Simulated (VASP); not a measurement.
Ge:

```xyz
1
Lattice="-1.6608 1.6608 1.6608 1.6608 -1.6608 1.6608 1.6608 1.6608 -1.6608" Properties=species:S:1:pos:R:3 pbc="T T T"
Ge    0.0000    0.0000    0.0000
```

Base run:

```yaml
Program: VASP 6.6.1
Functional: PBEsol
Potentials_or_basis: VASP PAW PBE potentials, release 64 (Ge_d)
Cutoff: 520 eV
k_mesh: 13 × 13 × 13
Occupations: fermi-dirac, width 0.1 eV
Spin: no spin polarisation
```

Its results: band gap on the k mesh zero (band 7 reaches 16.42 eV, above the bottom of band 8 at 3.95 eV); pressure 0.1 GPa.

Question: The run is repeated on the same cell with these changes: k mesh from 13 × 13 × 13 to 22 × 22 × 22; further incar settings from ALGO = Normal; EDIFF = 1e-07; NBANDS = 13 to ALGO = Normal; EDIFF = 1e-06; NBANDS = 13. What comes out?

Answer: Band gap on the k mesh zero (band 7 reaches 16.42 eV, above the bottom of band 8 at 3.87 eV); pressure -0.4 GPa.

Caveats: the PAW data sets were made with another functional, which shifts forces and pressure a little.
